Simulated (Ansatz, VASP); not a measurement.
# ReW4 in VASP and in Ansatz

File POSCAR:

```
ReW4
1.0
    3.1686210655      0.0000000000      0.0000000000
    0.0000000000      3.1686210655      0.0000000000
    0.0000000000      0.0000000000     22.3372000000
W Re
4 1
Direct
    0.0000000000      0.0000000000      0.3650615703
    0.5000000000      0.5000000000      0.4280451031
    0.5000000000      0.5000000000      0.5719548985
    0.0000000000      0.0000000000      0.6349384318
    0.0000000000      0.0000000000      0.4999999963
```

Contents of INCAR.step1:

```
PREC = Accurate
ENCUT = 520
ISMEAR = -1
SIGMA = 0.08
LREAL = F
LASPH = T
NELM = 100
LDIPOL = T
IDIPOL = 3
DIPOL = 0.5 0.5 0.500
NBANDS = 40
GGA = PE
ALGO = Normal
EDIFF = 1E-4
LWAVE = T
LCHARG = F
```

Contents of INCAR.step2:

```
PREC = Accurate
ENCUT = 520
EDIFF = 1E-6
ISMEAR = -1
SIGMA = 0.08
LREAL = F
LASPH = T
NELM = 100
ALGO = Normal
ISIF = 2
LWAVE = F
LCHARG = F
LDIPOL = T
IDIPOL = 3
DIPOL = 0.5 0.5 0.500
METAGGA = R2SCAN
LMIXTAU = T
NBANDS = 40
ISTART = 1
```

File KPOINTS:

```
Automatic mesh
0
Gamma
  10 10 1
```

Input for Ansatz:

```yaml
crystal:
  lattice:
    - [3.1686210655, 0.0, 0.0]
    - [0.0, 3.1686210655, 0.0]
    - [0.0, 0.0, 22.3372]
  atoms:
    - { symbol: W, position: [0.0, 0.0, 0.3650615703] }
    - { symbol: W, position: [0.5, 0.5, 0.4280451031] }
    - { symbol: Re, position: [0.0, 0.0, 0.4999999963] }
    - { symbol: W, position: [0.5, 0.5, 0.5719548985] }
    - { symbol: W, position: [0.0, 0.0, 0.6349384318] }
kpoints:
  mp_grid: { grid: [10, 10, 1] }
scf:
  occupations: { method: fermi_dirac, width: 0.08 }
hamiltonian:
  xc: r2scan
  pseudopotentials: { kind: paw }
output:
  forces: true
  stress: true
  eigenvalues: true
efield:
  axis: 3
  amplitude: 0
  dipole_correction: true
```

Alike in both runs: task single point; functional r2SCAN; k mesh 10 × 10 × 1; occupations fermi-dirac, width 0.08 eV; no spin polarisation.

|  | VASP | Ansatz |
| --- | --- | --- |
| version | VASP 6.6.1 | Ansatz 0.2.0 |
| potentials or method | VASP PAW PBE potentials, release 64 (W_sv, Re) | PAW with Ansatz's default frozen-core files, scalar-relativistic |
| plane-wave cutoff (eV) | 520 | 500 |
| valence electrons in the cell | 63 | 71 |

|  | VASP | Ansatz | Ansatz less VASP |
| --- | --- | --- | --- |
| rms of the force components (eV/Å) | 0.055 | 0.080 | +0.0248 |

VASP's potentials were made for PBE, not for r2SCAN. VASP's potentials hold 63 valence electrons a cell and Ansatz's 71, so a difference there can come from the potentials and not from the codes.

Spin-orbit coupling is off throughout.
